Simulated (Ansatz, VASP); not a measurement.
**BN in VASP and in Ansatz**

```
CELL_PARAMETERS angstrom
2.50612 0.00000 0.00000
-1.25306 2.17037 0.00000
0.00000 0.00000 6.59736
ATOMIC_POSITIONS crystal
B 0.91154 0.82307 0.47090
B 0.33333 0.66667 0.00000
N 0.00000 0.00000 0.00000
N 0.66667 0.33333 0.50000
```

Alike in both runs: task single point; functional PBE; dispersion D3(BJ); k mesh 12 × 12 × 4; occupations gaussian, width 0.05 eV; no spin polarisation.

|  | VASP | Ansatz |
| --- | --- | --- |
| version | VASP 6.6.1 | Ansatz 0.2.0 |
| potentials or method | VASP PAW PBE potentials, release 64 (B, N), cutoff 520 eV | scalar-relativistic, plane waves, PAW |
| valence electrons in the cell | 16 | 16 |

```csv
,VASP,Ansatz,Ansatz less VASP
gap on the k mesh at the Fermi level (eV),2.04,2.05,+0.014
least direct gap on the mesh (eV),3.28,3.29,+0.013
rms of the force components (eV/Å),13.231,12.970,-0.2610
```

Atom by atom the forces differ by 0.262 eV/Å (rms over components).
